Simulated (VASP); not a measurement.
C:

```
CELL_PARAMETERS angstrom
2.12732 -1.22828 0.00000
2.12732 1.22828 0.00000
-1.37907 0.00000 3.50283
ATOMIC_POSITIONS crystal
C 0.83336 0.83336 0.00009
C 0.16664 0.16664 0.99991
```

| Property | Result |
| --- | --- |
| Program | VASP 6.6.1 |
| Task | relaxation of cell and atoms |
| Functional | PBE |
| Dispersion | D3(BJ) |
| Potentials or basis | VASP PAW PBE potentials, release 64 (C) |
| Cutoff | 600 eV |
| k mesh | 12 × 12 × 6 |
| Occupations | gaussian, width 0.02 eV |
| Spin | no spin polarisation |

At the start: pressure 2.7 GPa; volume 9.15 Å³/atom.

Where does the relaxation end?

Over 15 steps the energy falls by 3.5 meV/atom and the volume is 8.79 Å³/atom (-4.0 %); space group R-3m (No. 166, to 0.1 Å) before and after.

Step by step:
```tsv
step	energy change (eV)	largest force (eV/Å)	pressure (GPa)	volume (Å³)
1	0.0000	0.0089	2.68	18.31
2	0.0095	0.0108	-7.87	18.71
3	-0.0022	0.0050	-0.69	18.43
4	-0.0029	0.0050	-0.58	18.36
5	-0.0045	0.0308	-0.64	18.15
6	-0.0066	0.0823	-0.54	17.73
7	-0.0064	0.2212	0.62	17.60
8	-0.0068	0.0662	-0.08	17.67
9	-0.0069	0.0529	0.43	17.59
10	-0.0070	0.0203	0.24	17.63
11	-0.0070	0.0652	-0.42	17.63
12	-0.0070	0.0357	-0.18	17.63
13	-0.0070	0.0269	-0.39	17.61
14	-0.0070	0.0153	-0.38	17.61
15	-0.0071	0.0189	-0.03	17.58
```

Final structure:
```xyz
2
Lattice="2.1353 -1.2324 -0.0034 2.1353 1.2324 -0.0034 -1.3898 0.0000 3.3416" Properties=species:S:1:pos:R:3 pbc="T T T"
C     3.5590    0.0000   -0.0045
C    -0.6782    0.0000    3.3394
```
